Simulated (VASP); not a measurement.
Crystal: KCl.

```
CELL_PARAMETERS angstrom
0.00000 3.13510 3.13510
3.13510 0.00000 3.13510
3.13510 3.13510 0.00000
ATOMIC_POSITIONS crystal
K 0.00000 0.00000 0.00000
Cl 0.50000 0.50000 0.50000
```

This cell differs from its parent crystal: strain -0.3%.

Base run:

| Quantity | Value |
| --- | --- |
| Program | VASP 6.6.1 |
| Functional | PBE |
| Potentials or basis | VASP PAW PBE potentials, release 64 (K_sv, Cl) |
| Cutoff | 520 eV |
| k mesh | 8 × 8 × 8 |
| Occupations | fermi-dirac, width 0.02 eV |
| Spin | no spin polarisation |

Its results: band gap on the k mesh 5.22 eV, direct; pressure 1.0 GPa.

Task: The run is repeated on the same cell with these changes: functional from PBE to r2SCAN; occupations from fermi-dirac, width 0.02 eV to gaussian, width 0.01 eV. What comes out?

Result: Band gap on the k mesh 5.87 eV, direct; pressure 0.2 GPa.

Caveats: the PAW data sets were made with another functional, which shifts forces and pressure a little (some runs).

A k mesh can miss the band edges.
